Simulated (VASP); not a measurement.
Runs of VASP 6.6.1 on Mg. The structure is that of space group P6_3/mmc (No. 194), or close to it. The cells are those of the table. 

```tsv
cell	gap on the mesh (eV)	pressure (GPa)
a = 3.338, b = 3.338, c = 5.002 Å, angles 90.0, 90.0, 120.0°, 2 atoms	none	(b)
a = 3.466, b = 3.466, c = 5.419 Å, angles 90.0, 90.0, 120.0°, 2 atoms	none	-4.9
a = 3.209, b = 3.209, c = 5.627 Å, angles 90.0, 90.0, 120.0°, 2 atoms	none	-2.6
a = 3.338, b = 3.338, c = 5.419 Å, angles 90.0, 90.0, 120.0°, 2 atoms	none	-3.7
a = 3.466, b = 3.466, c = 5.002 Å, angles 90.0, 90.0, 120.0°, 2 atoms	none	(a)
```

Alike in all rows: task single point; level PBE; potentials or basis VASP PAW PBE potentials, release 64 (Mg); no spin polarisation; k mesh 18 × 18 × 10; cutoff (eV) 520; smearing gaussian 0.15 eV.

Problem. Fill in the values left out.

Solution. (a) -3.2; (b) -1.5.

Caveats: the cell stands under tension (at least some runs).

A gap of «none» marks levels without a gap at the run's occupations.
